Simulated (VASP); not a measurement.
Ta:

```
CELL_PARAMETERS angstrom
2.90037 0.00000 0.00000
-1.45019 2.51180 0.00000
0.00000 0.00000 5.16627
ATOMIC_POSITIONS crystal
Ta 0.33333 0.66667 0.25000
Ta 0.66667 0.33333 0.75000
```

This isn't the form of Ta at room conditions, which is bcc.

Base run:

```yaml
Program: VASP 6.6.1
Functional: PBEsol
Potentials_or_basis: VASP PAW PBE potentials, release 64 (Ta_sv_GW)
Cutoff: 500 eV
k_mesh: 11 × 11 × 5
Occupations: fermi-dirac, width 0.05 eV
Spin: non-collinear spin, zero start, spin-orbit coupling
Starting_moments: "[[0.0, 0.0, 0.0], [0.0, 0.0, 0.0]] μB"
```

Its results: pressure -8.7 GPa; net moment 0.00 μB per cell.

Q: The run is repeated on the same cell with these changes: functional from PBEsol to PBE; k mesh from 11 × 11 × 5 to 8 × 8 × 4. What comes out?

A: Pressure -2.2 GPa; net moment 0.00 μB per cell.

Several settings changed at once.

Caveats: the cell stands under tension (at least some runs); the PAW data sets were made with another functional, which shifts forces and pressure a little (at least some runs).
